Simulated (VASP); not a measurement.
# MnO (P6_3mc) in VASP: notebook

Runs on MnO. Level: PBEsol+U. Tasks: single point.

Everything below comes from runs of VASP 6.6.1. Logs are shortened: lines on timing, memory, paths and dates and some standing lists are left out, and cuts for length are marked.

### 1 The cell of the first run

The structure is hexagonal, space group P6_3mc (No. 186). Conventional cell: a = 3.372 Å, b = 3.372 Å, c = 5.386 Å, α = 90.00°, β = 90.00°, γ = 120.00°. Mn (site symmetry 3m) has 4 O at 1.96 to 2.08 Å within 2.6 Å. O (site symmetry 3m) has 4 Mn at 1.96 to 2.08 Å within 2.6 Å.

### 2 Single point, PBEsol+U, collinear spin, ferromagnetic start

Input file POSCAR:

```
MnO
1.0
    3.3717000000      0.0000000000      0.0000000000
   -1.6858500000      2.9199778539      0.0000000000
    0.0000000000      0.0000000000      5.3855000000
Mn O
2 2
Direct
    0.6666666667      0.3333333333      0.5109600000
    0.3333333333      0.6666666667      0.0109600000
    0.6666666667      0.3333333333      0.8754700000
    0.3333333333      0.6666666667      0.3754700000
```

Input file INCAR.step1:

```
ALGO     = Fast           # electronic algorithm
EDIFF    = 1E-6           # SCF threshold, eV
ENCUT    = 520            # plane-wave cutoff, eV
GGA      = PS             # functional
ISIF     = 2              # what is computed and relaxed
ISMEAR   = -1             # smearing method
ISPIN    = 2              # spin polarisation
LASPH    = True           # aspherical terms in the spheres
LCHARG   = True           # write CHGCAR
LDAU     = True           # DFT+U
LDAUJ    = 0 0          
LDAUL    = 2 -1           # shell
LDAUPRINT= 1            
LDAUTYPE = 2            
LDAUU    = 3 0            # U, eV
LMAXMIX  = 4              # l up to which the mixer works
LREAL    = False          # projectors in reciprocal space
LWAVE    = False          # write WAVECAR
MAGMOM   = 4 4 0 0        # initial moments
NBANDS   = 31             # bands
NELM     = 150            # most SCF steps
PREC     = Accurate       # precision mode
SIGMA    = 0.05           # smearing width, eV
```

Input file KPOINTS.step1:

```
k-points
0
Gamma
  9 9 5
```

Input file INCAR.step2:

```
ALGO     = Fast           # electronic algorithm
EDIFF    = 1E-6           # SCF threshold, eV
ENCUT    = 520            # plane-wave cutoff, eV
GGA      = PS             # functional
ICHARG   = 11             # starting density
ISIF     = 2              # what is computed and relaxed
ISMEAR   = -5             # smearing method
ISPIN    = 2              # spin polarisation
LASPH    = True           # aspherical terms in the spheres
LCHARG   = False          # write CHGCAR
LDAU     = True           # DFT+U
LDAUJ    = 0 0          
LDAUL    = 2 -1           # shell
LDAUPRINT= 1            
LDAUTYPE = 2            
LDAUU    = 3 0            # U, eV
LMAXMIX  = 4              # l up to which the mixer works
LORBIT   = 10             # projections on sites
LREAL    = False          # projectors in reciprocal space
LWAVE    = False          # write WAVECAR
MAGMOM   = 4 4 0 0        # initial moments
NEDOS    = 2001           # points of the DOS
NELM     = 150            # most SCF steps
PREC     = Accurate       # precision mode
SIGMA    = 0.05           # smearing width, eV
```

Input file KPOINTS.step2:

```
k-points
0
Gamma
  14 14 8
```

Potentials or basis: VASP PAW PBE potentials, release 64 (Mn_pv, O).

The run is started by

```sh
$ cat potpaw_PBE.64/Mn_pv/POTCAR potpaw_PBE.64/O/POTCAR > POTCAR
$ cp INCAR.step1 INCAR
$ cp KPOINTS.step1 KPOINTS
$ mpirun -np 1 vasp_std > vasp.out
$ cp INCAR.step2 INCAR
$ cp KPOINTS.step2 KPOINTS
$ mpirun -np 1 vasp_std > vasp.out
```

OUTCAR:

```text
EDIFF = 1E-6
   ENCUT = 520
   GGA = PS
   ICHARG = 11
   ISIF = 2
   ISMEAR = -5
   ISPIN = 2
   LASPH = True
   LORBIT = 10
   LREAL = False
   NELM = 150
   PREC = Accurate

 ion  position               nearest neighbor table
   1  0.667  0.333  0.511-   3 1.96   4 2.08   4 2.08   4 2.08
   2  0.333  0.667  0.011-   4 1.96   3 2.08   3 2.08   3 2.08
   3  0.667  0.333  0.875-   1 1.96   2 2.08   2 2.08   2 2.08
   4  0.333  0.667  0.375-   2 1.96   1 2.08   1 2.08   1 2.08

  LATTYP: Found a hexagonal cell.
 ALAT       =     3.3717000000
 C/A-ratio  =     1.5972654744

  Lattice vectors:

 A1 = (   3.3717000000,   0.0000000000,   0.0000000000)
 A2 = (  -1.6858500000,   2.9199778539,   0.0000000000)
 A3 = (   0.0000000000,   0.0000000000,   5.3855000000)

Analysis of symmetry for initial positions (statically):
=====================================================================
 Subroutine PRICEL returns:
 Original cell was already a primitive cell.

 Routine SETGRP: Setting up the symmetry group for a
 hexagonal supercell.

 Subroutine GETGRP returns: Found 12 space group operations
 (whereof  6 operations were pure point group operations)
 out of a pool of 24 trial point group operations.

The static configuration has the point symmetry C_3v.
 The point group associated with its full space group is C_6v.

Analysis of symmetry for dynamics (positions and initial velocities):
=====================================================================
 Subroutine PRICEL returns:
 Original cell was already a primitive cell.

 Routine SETGRP: Setting up the symmetry group for a
 hexagonal supercell.

 Subroutine GETGRP returns: Found 12 space group operations
 (whereof  6 operations were pure point group operations)
 out of a pool of 24 trial point group operations.

The dynamic configuration has the point symmetry C_3v.
 The point group associated with its full space group is C_6v.

Analysis of structural, dynamic, and magnetic symmetry:
=====================================================================
 Subroutine PRICEL returns:
 Original cell was already a primitive cell.

 Routine SETGRP: Setting up the symmetry group for a
 hexagonal supercell.

 Subroutine GETGRP returns: Found 12 space group operations
 (whereof  6 operations were pure point group operations)
 out of a pool of 24 trial point group operations.

The overall configuration has the point symmetry C_3v.
 The point group associated with its full space group is C_6v.

 Subroutine INISYM returns: Found 12 space group operations
 (whereof  6 operations are pure point group operations),
 and found     1 'primitive' translations

----------------------------------------------------------------------------------------

                                     Primitive cell

  volume of cell :      53.0218

  direct lattice vectors                    reciprocal lattice vectors
     3.371700000  0.000000000  0.000000000     0.296586292  0.171234175  0.000000000
[... 146 lines left out ...]

spin component  2

  0.0479 -0.0000  0.0000 -0.0195  0.0000
 -0.0000  0.0419  0.0000 -0.0000 -0.0195
  0.0000  0.0000  0.0806 -0.0000 -0.0000
 -0.0195 -0.0000 -0.0000  0.0419  0.0000
  0.0000 -0.0195 -0.0000  0.0000  0.0479

 occupancies and eigenvectors

  o =  0.0252  v =  0.0000  0.0000  0.0000  0.0000  0.0000  0.0000 -0.7591 -0.0000  0.0000 -0.6510      0.0000  0.0000  0.0000  0.0000  0.0000  0.0000  0.0000  0.0000  0.0000  0.0000
  o =  0.0252  v =  0.0000  0.0000  0.0000  0.0000  0.0000 -0.6510 -0.0000 -0.0000 -0.7591 -0.0000      0.0000  0.0000  0.0000  0.0000  0.0000  0.0000  0.0000  0.0000  0.0000  0.0000
  o =  0.0647  v =  0.0000  0.0000  0.0000  0.0000  0.0000 -0.0000 -0.6510  0.0000  0.0000  0.7591      0.0000  0.0000  0.0000  0.0000  0.0000  0.0000  0.0000  0.0000  0.0000  0.0000
  o =  0.0647  v =  0.0000  0.0000  0.0000  0.0000  0.0000  0.7591 -0.0000  0.0000 -0.6510  0.0000      0.0000  0.0000  0.0000  0.0000  0.0000  0.0000  0.0000  0.0000  0.0000  0.0000
  o =  0.0806  v =  0.0000  0.0000  0.0000  0.0000  0.0000 -0.0000 -0.0000 -1.0000  0.0000  0.0000      0.0000  0.0000  0.0000  0.0000  0.0000  0.0000  0.0000  0.0000  0.0000  0.0000
  o =  0.9413  v =  0.0000 -0.0000 -1.0000  0.0000 -0.0000  0.0000  0.0000  0.0000  0.0000  0.0000      0.0000  0.0000  0.0000  0.0000  0.0000  0.0000  0.0000  0.0000  0.0000  0.0000
  o =  0.9415  v =  0.0000 -0.4028  0.0000 -0.0000 -0.9153  0.0000  0.0000  0.0000  0.0000  0.0000      0.0000  0.0000  0.0000  0.0000  0.0000  0.0000  0.0000  0.0000  0.0000  0.0000
  o =  0.9415  v = -0.9153  0.0000 -0.0000 -0.4028  0.0000  0.0000  0.0000  0.0000  0.0000  0.0000      0.0000  0.0000  0.0000  0.0000  0.0000  0.0000  0.0000  0.0000  0.0000  0.0000
  o =  0.9462  v =  0.0000  0.9153  0.0000  0.0000 -0.4028  0.0000  0.0000  0.0000  0.0000  0.0000      0.0000  0.0000  0.0000  0.0000  0.0000  0.0000  0.0000  0.0000  0.0000  0.0000
  o =  0.9462  v = -0.4028 -0.0000  0.0000  0.9153  0.0000  0.0000  0.0000  0.0000  0.0000  0.0000      0.0000  0.0000  0.0000  0.0000  0.0000  0.0000  0.0000  0.0000  0.0000  0.0000

atom =   2  type =  1  l = 2

 onsite density matrix

spin component  1

  0.9422 -0.0000 -0.0000  0.0018  0.0000
 -0.0000  0.9455 -0.0000 -0.0000  0.0018
 -0.0000 -0.0000  0.9413  0.0000 -0.0000
  0.0018 -0.0000  0.0000  0.9455 -0.0000
  0.0000  0.0018 -0.0000 -0.0000  0.9422

spin component  2

  0.0479  0.0000  0.0000  0.0195  0.0000
  0.0000  0.0419 -0.0000  0.0000  0.0195
  0.0000 -0.0000  0.0806 -0.0000 -0.0000
  0.0195  0.0000 -0.0000  0.0419  0.0000
  0.0000  0.0195 -0.0000  0.0000  0.0479

 occupancies and eigenvectors

  o =  0.0252  v =  0.0000  0.0000  0.0000  0.0000  0.0000  0.0000 -0.7591  0.0000 -0.0000  0.6510      0.0000  0.0000  0.0000  0.0000  0.0000  0.0000  0.0000  0.0000  0.0000  0.0000
  o =  0.0252  v =  0.0000  0.0000  0.0000  0.0000  0.0000  0.6510  0.0000 -0.0000 -0.7591 -0.0000      0.0000  0.0000  0.0000  0.0000  0.0000  0.0000  0.0000  0.0000  0.0000  0.0000
  o =  0.0647  v =  0.0000  0.0000  0.0000  0.0000  0.0000 -0.0000  0.6510  0.0000 -0.0000  0.7591      0.0000  0.0000  0.0000  0.0000  0.0000  0.0000  0.0000  0.0000  0.0000  0.0000
  o =  0.0647  v =  0.0000  0.0000  0.0000  0.0000  0.0000  0.7591  0.0000  0.0000  0.6510  0.0000      0.0000  0.0000  0.0000  0.0000  0.0000  0.0000  0.0000  0.0000  0.0000  0.0000
  o =  0.0806  v =  0.0000  0.0000  0.0000  0.0000  0.0000 -0.0000  0.0000 -1.0000 -0.0000  0.0000      0.0000  0.0000  0.0000  0.0000  0.0000  0.0000  0.0000  0.0000  0.0000  0.0000
  o =  0.9413  v =  0.0000 -0.0000  1.0000 -0.0000  0.0000  0.0000  0.0000  0.0000  0.0000  0.0000      0.0000  0.0000  0.0000  0.0000  0.0000  0.0000  0.0000  0.0000  0.0000  0.0000
  o =  0.9415  v =  0.0000  0.4028  0.0000 -0.0000 -0.9153  0.0000  0.0000  0.0000  0.0000  0.0000      0.0000  0.0000  0.0000  0.0000  0.0000  0.0000  0.0000  0.0000  0.0000  0.0000
  o =  0.9415  v =  0.9153 -0.0000 -0.0000 -0.4028  0.0000  0.0000  0.0000  0.0000  0.0000  0.0000      0.0000  0.0000  0.0000  0.0000  0.0000  0.0000  0.0000  0.0000  0.0000  0.0000
  o =  0.9462  v =  0.0000 -0.9153  0.0000  0.0000 -0.4028  0.0000  0.0000  0.0000  0.0000  0.0000      0.0000  0.0000  0.0000  0.0000  0.0000  0.0000  0.0000  0.0000  0.0000  0.0000
  o =  0.9462  v = -0.4028 -0.0000  0.0000 -0.9153 -0.0000  0.0000  0.0000  0.0000  0.0000  0.0000      0.0000  0.0000  0.0000  0.0000  0.0000  0.0000  0.0000  0.0000  0.0000  0.0000

 number of electron      38.0000000 magnetization       9.9999951

 Free energy of the ion-electron system (eV)
  ---------------------------------------------------
  ext. energy  EPLUGINS =         0.00000000
  ---------------------------------------------------
  free energy    TOTEN  =       -32.54574614 eV

  energy without entropy =      -32.54574614  energy(sigma->0) =      -32.54574614

 E-fermi :   5.2037     XC(G=0): -10.7894

 val. band max:        5.1837848449   @ k =   0.0000   0.0000   0.0000
 cond. band min:       5.2882315418   @ k =   0.0000   0.0000   0.0000
 fundamental gap:      0.1044466969
 Fermi energy:         5.2037497819

 spin component 1

 k-point     1 :       0.0000    0.0000    0.0000
  band No.  band energies     occupation
      1     -44.6143      1.00000
      2     -44.6143      1.00000
      3     -44.6117      1.00000
      4     -44.6082      1.00000
      5     -44.6082      1.00000
      6     -44.5736      1.00000
[... 1433 lines left out ...]
     26      13.1006      0.00000
     27      14.0746      0.00000

 [... further k-points ...]

------------------------ aborting loop because EDIFF is reached ----------------------------------------

  FORCE on cell =-STRESS in cart. coord.  units (eV):
  Direction    XX          YY          ZZ          XY          YZ          ZX
  --------------------------------------------------------------------------------------
  -------------------------------------------------------------------------------------
  Total        0.5864295      0.5864295      3.5555354      0.0000000      0.0000000      0.0000000
  in kB       17.7203338     17.7203338    107.4387808      0.0000000      0.0000000      0.0000000
  external PRESSURE =      47.6264828 kB  Pullay stress =       0.0000000 kB

 VOLUME and BASIS-vectors are now :
 -----------------------------------------------------------------------------
  energy-cutoff  :      520.00
  volume of cell :       53.02
      direct lattice vectors                 reciprocal lattice vectors
     3.371700000  0.000000000  0.000000000     0.296586292  0.171234175  0.000000000
    -1.685850000  2.919977854  0.000000000     0.000000000  0.342468351  0.000000000
     0.000000000  0.000000000  5.385500000     0.000000000  0.000000000  0.185683781

 POSITION                                       TOTAL-FORCE (eV/Angst)
 -----------------------------------------------------------------------------------
      1.68585      0.97333      2.75178         0.000000      0.000000     -0.794437
     -0.00000      1.94665      0.05903         0.000000     -0.000000     -0.794437
      1.68585      0.97333      4.71484        -0.000000      0.000000      0.794437
     -0.00000      1.94665      2.02209         0.000000     -0.000000      0.794437
 -----------------------------------------------------------------------------------
    total drift:                               -0.000000     -0.000000      0.001983

  FREE ENERGIE OF THE ION-ELECTRON SYSTEM (eV)
  ---------------------------------------------------
  free  energy   TOTEN  =       -32.5457461420 eV

  energy  without entropy=      -32.5457461420  energy(sigma->0) =      -32.54574614

 total charge

# of ion       s       p       d       tot
------------------------------------------
    1        0.247   6.238   4.955  11.440
    2        0.247   6.238   4.955  11.440
    3        1.548   3.461   0.000   5.010
    4        1.548   3.461   0.000   5.010
--------------------------------------------------
tot          3.591  19.399   9.910  32.900

 magnetization (x)

# of ion       s       p       d       tot
------------------------------------------
    1        0.037   0.059   4.447   4.542
    2        0.037   0.059   4.447   4.542
    3        0.014   0.113   0.000   0.127
    4        0.014   0.113   0.000   0.127
--------------------------------------------------
tot          0.102   0.343   8.894   9.339
```

Wall time 9.3 min (1 thread of Oxide Virtual Turin-like, shared host); peak memory 0.33 GiB.

Results:

| Quantity | Value |
| --- | --- |
| Net moment | 10.00 μB per cell |
| Site moments | Mn +4.54; O +0.13 μB |
| Valence electrons inside the program's atomic spheres | Mn 11.44; O 5.01 |

Eigenvalues of the final occupation matrices:
```csv
site,spin,trace,eigenvalues
site 1 d,1,4.72,0.94 0.94 0.94 0.95 0.95
site 1 d,2,0.26,0.03 0.03 0.06 0.06 0.08
site 2 d,1,4.72,0.94 0.94 0.94 0.95 0.95
site 2 d,2,0.26,0.03 0.03 0.06 0.06 0.08
```

Caveat: the PAW data sets were made with another functional, which shifts forces and pressure a little; the run started ferromagnetic, and an antiferromagnetic order may lie lower in energy. The state reached can hang on the start; a lower one may exist.

### 3 Single point, PBEsol+U, collinear spin, ferromagnetic start

POSCAR is that of step 2.

Input file INCAR.step1:

```
SYSTEM = MnO
  ALGO = Normal
  EDIFF = 1E-6
  ENCUT = 520
  GGA = PS
  ISIF = 2
  ISMEAR = -1
  ISPIN = 2
  LASPH = .TRUE.
  LCHARG = .TRUE.
  LDAU = .TRUE.
  LDAUJ = 0 0
  LDAUL = 2 -1
  LDAUPRINT = 1
  LDAUTYPE = 2
  LDAUU = 6 0
  LMAXMIX = 4
  LREAL = .FALSE.
  LWAVE = .FALSE.
  MAGMOM = 4 4 0 0
  NBANDS = 31
  NELM = 150
  PREC = Accurate
  SIGMA = 0.05
```

Input file KPOINTS.step1:

```
k-points
0
G
  9 9 5
  0 0 0
```

Input file INCAR.step2:

```
SYSTEM = MnO
  ALGO = Normal
  EDIFF = 1E-6
  ENCUT = 520
  GGA = PS
  ICHARG = 11
  ISIF = 2
  ISMEAR = -5
  ISPIN = 2
  LASPH = .TRUE.
  LCHARG = .FALSE.
  LDAU = .TRUE.
  LDAUJ = 0 0
  LDAUL = 2 -1
  LDAUPRINT = 1
  LDAUTYPE = 2
  LDAUU = 6 0
  LMAXMIX = 4
  LORBIT = 10
  LREAL = .FALSE.
  LWAVE = .FALSE.
  MAGMOM = 4 4 0 0
  NBANDS = 31
  NEDOS = 1001
  NELM = 150
  PREC = Accurate
  SIGMA = 0.05
```

Input file KPOINTS.step2:

```
k-points
0
G
  14 14 8
  0 0 0
```

Potentials or basis: VASP PAW PBE potentials, release 64 (Mn_pv, O).

The run is started by

```sh
$ cat potpaw_PBE.64/Mn_pv/POTCAR potpaw_PBE.64/O/POTCAR > POTCAR
$ cp INCAR.step1 INCAR
$ cp KPOINTS.step1 KPOINTS
$ mpirun -np 1 vasp_std > vasp.out
$ cp INCAR.step2 INCAR
$ cp KPOINTS.step2 KPOINTS
$ mpirun -np 1 vasp_std > vasp.out
```

OUTCAR:

```text
SYSTEM = MnO
   EDIFF = 1E-6
   ENCUT = 520
   GGA = PS
   ICHARG = 11
   ISIF = 2
   ISMEAR = -5
   ISPIN = 2
   LASPH = .TRUE.
   LORBIT = 10
   LREAL = .FALSE.
   NELM = 150
   PREC = Accurate

 ion  position               nearest neighbor table
   1  0.667  0.333  0.511-   3 1.96   4 2.08   4 2.08   4 2.08
   2  0.333  0.667  0.011-   4 1.96   3 2.08   3 2.08   3 2.08
   3  0.667  0.333  0.875-   1 1.96   2 2.08   2 2.08   2 2.08
   4  0.333  0.667  0.375-   2 1.96   1 2.08   1 2.08   1 2.08

  LATTYP: Found a hexagonal cell.
 ALAT       =     3.3717000000
 C/A-ratio  =     1.5972654744

[... 1935 lines left out ...]
     3.371700000  0.000000000  0.000000000     0.296586292  0.171234175  0.000000000
    -1.685850000  2.919977854  0.000000000     0.000000000  0.342468351  0.000000000
     0.000000000  0.000000000  5.385500000     0.000000000  0.000000000  0.185683781

 POSITION                                       TOTAL-FORCE (eV/Angst)
 -----------------------------------------------------------------------------------
      1.68585      0.97333      2.75178        -0.000000      0.000000     -0.941951
     -0.00000      1.94665      0.05903        -0.000000      0.000000     -0.941951
      1.68585      0.97333      4.71484         0.000000     -0.000000      0.941951
     -0.00000      1.94665      2.02209         0.000000     -0.000000      0.941951
 -----------------------------------------------------------------------------------
    total drift:                               -0.000000     -0.000000      0.001800

  FREE ENERGIE OF THE ION-ELECTRON SYSTEM (eV)
  ---------------------------------------------------
  free  energy   TOTEN  =       -31.1679110213 eV

  energy  without entropy=      -31.1679110213  energy(sigma->0) =      -31.16791102

 total charge

# of ion       s       p       d       tot
------------------------------------------
    1        0.249   6.240   4.962  11.451
    2        0.249   6.240   4.962  11.451
    3        1.547   3.475   0.000   5.023
    4        1.547   3.475   0.000   5.023
--------------------------------------------------
tot          3.592  19.431   9.924  32.947

 magnetization (x)

# of ion       s       p       d       tot
------------------------------------------
    1        0.036   0.055   4.558   4.648
    2        0.036   0.055   4.558   4.648
    3        0.010   0.063   0.000   0.073
    4        0.010   0.063   0.000   0.073
--------------------------------------------------
tot          0.091   0.235   9.116   9.442
```

OSZICAR.step1:

```text
N       E                     dE             d eps       ncg     rms          rms(c)
DAV:   1     0.460106050324E+03    0.46011E+03   -0.21246E+04  4464   0.144E+03
DAV:   2     0.566479658924E+01   -0.45444E+03   -0.42285E+03  4660   0.437E+02
DAV:   3    -0.302317701295E+02   -0.35897E+02   -0.35369E+02  5045   0.133E+02
DAV:   4    -0.307660683174E+02   -0.53430E+00   -0.53394E+00  4695   0.173E+01
DAV:   5    -0.307718638669E+02   -0.57955E-02   -0.57953E-02  5185   0.185E+00    0.226E+01
DAV:   6    -0.301216562764E+02    0.65021E+00   -0.25587E+01  5337   0.494E+01    0.227E+01
DAV:   7    -0.311836644859E+02   -0.10620E+01   -0.33665E+00  4499   0.192E+01    0.131E+01
DAV:   8    -0.311380591189E+02    0.45605E-01   -0.56753E-01  5080   0.537E+00    0.888E+00
DAV:   9    -0.311658653065E+02   -0.27806E-01   -0.10472E-01  4653   0.322E+00    0.102E+00
DAV:  10    -0.311656329203E+02    0.23239E-03   -0.37235E-02  4737   0.180E+00    0.271E-01
DAV:  11    -0.311676236938E+02   -0.19908E-02   -0.31589E-03  4792   0.517E-01    0.172E-01
DAV:  12    -0.311679822003E+02   -0.35851E-03   -0.30582E-04  5004   0.188E-01    0.557E-02
DAV:  13    -0.311680290084E+02   -0.46808E-04   -0.73095E-05  4604   0.701E-02    0.361E-02
DAV:  14    -0.311680330305E+02   -0.40221E-05   -0.52602E-06  4796   0.189E-02    0.123E-02
DAV:  15    -0.311680345919E+02   -0.15614E-05   -0.82078E-06  4604   0.190E-02    0.148E-02
DAV:  16    -0.311680350064E+02   -0.41451E-06   -0.50351E-07  2827   0.757E-03
   1 F= -.31168035E+02 E0= -.31167831E+02  d E =-.408899E-03  mag=    10.0000
```

Run time: 9.1 min. Hardware: 1 thread of Oxide Virtual Turin-like, shared host; peak memory 0.35 GiB.

Results:

```
Net moment                                            : 10.00 μB per cell
Site moments                                          : Mn +4.65; O +0.07 μB
Valence electrons inside the program's atomic spheres : Mn 11.45; O 5.02
```

Eigenvalues of the final occupation matrices:
| site | spin | trace | eigenvalues |
| --- | --- | --- | --- |
| site 1 d | 1 | 4.78 | 0.95 0.95 0.96 0.96 0.96 |
| site 1 d | 2 | 0.21 | 0.02 0.02 0.05 0.05 0.06 |
| site 2 d | 1 | 4.78 | 0.95 0.95 0.96 0.96 0.96 |
| site 2 d | 2 | 0.21 | 0.02 0.02 0.05 0.05 0.06 |

Caveat: the PAW data sets were made with another functional, which shifts forces and pressure a little; the run started ferromagnetic, and an antiferromagnetic order may lie lower in energy. The state reached can hang on the start; a lower one may exist.

(Part 1 of 2 ends here.)
